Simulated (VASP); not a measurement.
**Os: single point with PBE**

Os:

```
CELL_PARAMETERS angstrom
4.26541 0.00000 0.00000
-2.13270 3.69395 0.00000
0.00000 0.00000 2.68430
ATOMIC_POSITIONS crystal
Os 0.00000 0.00000 0.00000
Os 0.33333 0.66667 0.50000
Os 0.66667 0.33333 0.50000
```

This isn't the form of Os at room conditions, which is hcp.

* Program: VASP 6.6.1
* Task: single point
* Functional: PBE
* Potentials or basis: VASP PAW PBE potentials, release 64 (Os)
* Cutoff: 520 eV
* k mesh: 10 × 10 × 13
* Occupations: fermi-dirac, width 0.1 eV
* Spin: no spin polarisation

- Pressure: 16.7 GPa
- Band gap on the k mesh: zero (bands 12 and 13 overlap by 2.65 eV)

Stress tensor (GPa, compression positive):
```
17.11  0.00  0.00
 0.00 17.11  0.00
 0.00  0.00 15.84
```

Levels at points of the mesh, in eV from the Fermi level:
```csv
k point,band 8,band 9,band 10,band 11,band 12,band 13,band 14,band 15,band 16,band 17
"(0.00, 0.00, 0.00)",-3.40,-2.48,-2.48,-1.64,-1.64,-1.57,-1.57,2.49,2.49,7.36
"(0.50, 0.00, 0.00)",-3.24,-3.12,-1.34,-1.31,0.07,0.35,1.27,1.28,1.37,1.62
```

It took 41 s on 1 thread of AMD EPYC 9R45 96-Core Processor (Zen 5), on a shared host, peak memory 0.17 GiB.

Caveat: the cell stands under pressure; spin-orbit coupling is left out, which moves the levels of the heavy elements.
